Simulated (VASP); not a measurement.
Crystal: Si3Sn.

```
CELL_PARAMETERS angstrom
3.39156 0.00000 0.00000
0.00000 3.39156 0.00000
0.00000 0.00000 3.39156
ATOMIC_POSITIONS crystal
Si 0.00000 0.50000 0.50000
Si 0.50000 0.00000 0.50000
Si 0.50000 0.50000 0.00000
Sn 0.00000 0.00000 0.00000
```

```yaml
Program: VASP 6.6.1
Task: relaxation of cell and atoms
Functional: LDA
Potentials_or_basis: VASP PAW LDA potentials, release 64 (Si, Sn_d)
Cutoff: 600 eV
k_mesh: 6 × 6 × 6
Occupations: gaussian, width 0.1 eV
Spin: no spin polarisation
```

At the start: pressure 164.5 GPa; volume 9.75 Å³/atom.

Problem. How do energy, volume and symmetry change on relaxing?

Solution. Over 5 steps the energy falls by 2366.1 meV/atom and the volume is 17.54 Å³/atom (+79.9 %); space group Pm-3m (No. 221, to 0.05 Å).

Step by step:
| step | energy change (eV) | largest force (eV/Å) | pressure (GPa) | volume (Å³) |
| --- | --- | --- | --- | --- |
| 1 | 0.0000 | 0.0000 | 164.45 | 39.01 |
| 2 | -5.4397 | 0.0000 | -13.02 | 127.23 |
| 3 | -9.4565 | 0.0000 | -1.61 | 71.72 |
| 4 | -9.4624 | 0.0000 | -0.80 | 70.93 |
| 5 | -9.4643 | 0.0000 | 0.04 | 70.16 |

Final structure:
```xyz
4
Lattice="4.1245 0.0000 0.0000 0.0000 4.1245 0.0000 0.0000 0.0000 4.1245" Properties=species:S:1:pos:R:3 pbc="T T T"
Si    0.0000    2.0622    2.0622
Si    2.0622    0.0000    2.0622
Si    2.0622    2.0622    0.0000
Sn    0.0000    0.0000    0.0000
```

Caveat: the volume moved by over 15 % at a fixed basis, so the end points are rough.
